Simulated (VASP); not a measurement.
Runs of VASP 6.6.1 on Ni3Ge. The structure is cubic, space group Pm-3m (No. 221). Conventional cell: a = 3.530 Å, b = 3.530 Å, c = 3.530 Å, α = 90.00°, β = 90.00°, γ = 90.00°. Ni (site symmetry 4/mmm) has 8 Ni at 2.50 Å and 4 Ge at 2.50 Å within 3.3 Å. Ge (site symmetry m-3m) has 12 Ni at 2.50 Å within 3.3 Å. 

```csv
spin,fixed moment (μB),pressure (GPa),moment (μB)
"collinear, ferromagnetic start",1.3,1.4,1.30
"collinear, zero start",0.0,(a),0.00
"collinear, ferromagnetic start",5.4,28.1,5.40
"collinear, ferromagnetic start",4.0,(b),4.00
"collinear, ferromagnetic start",2.7,6.8,2.70
```

Alike in all rows: task single point; level r2SCAN+D4; potentials or basis VASP PAW PBE potentials, release 64 (Ni, Ge_d); cell as given; k mesh 7 × 7 × 7, shifted; cutoff (eV) 520; smearing fermi-dirac 0.2 eV.

Question: Estimate the missing entries.

Answer: (a) -0.5; (b) 15.4.

Caveats: the PAW data sets were made with another functional, which shifts forces and pressure a little; the total moment is fixed, so each spin has its own Fermi level.
